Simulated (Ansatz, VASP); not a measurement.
**One calculation of Ca2Zr2N, two programs**

```
CELL_PARAMETERS angstrom
-3.32389 3.32389 3.49440
3.32389 -3.32389 3.49440
3.32389 3.32389 -3.49440
ATOMIC_POSITIONS crystal
Ca 0.75000 0.25000 0.50000
Ca 0.25000 0.75000 0.50000
Zr 0.72608 0.72608 0.00000
Zr 0.27392 0.27392 0.00000
N 0.00000 0.00000 0.00000
```

Alike in both runs: functional PBE; k mesh 8 × 8 × 8; occupations gaussian, width 0.1 eV; no spin polarisation.

Ansatz relaxed the structure, and its values are those at the end. VASP's run is a single point on that final structure, the one shown.

|  | VASP | Ansatz |
| --- | --- | --- |
| version | VASP 6.6.1 | Ansatz 0.2.0 |
| potentials or method | VASP PAW PBE potentials, release 64 (Ca_sv, Zr_sv, N), cutoff 520 eV | scalar-relativistic, plane waves, PAW |
| valence electrons in the cell | 49 | 49 |

VASP gave:

| Item | Value |
| --- | --- |
| gap on the k mesh at the Fermi level (eV) | none |
| pressure (GPa) | 0.1 |
| rms of the force components (eV/Å) | 0.023 |

Q: What did Ansatz give for the same quantities?

A: gap on the k mesh at the Fermi level (eV): none; pressure (GPa): 0.0; rms of the force components (eV/Å): 0.001.

A gap of «none» marks a metal or a gap that the smearing closes.
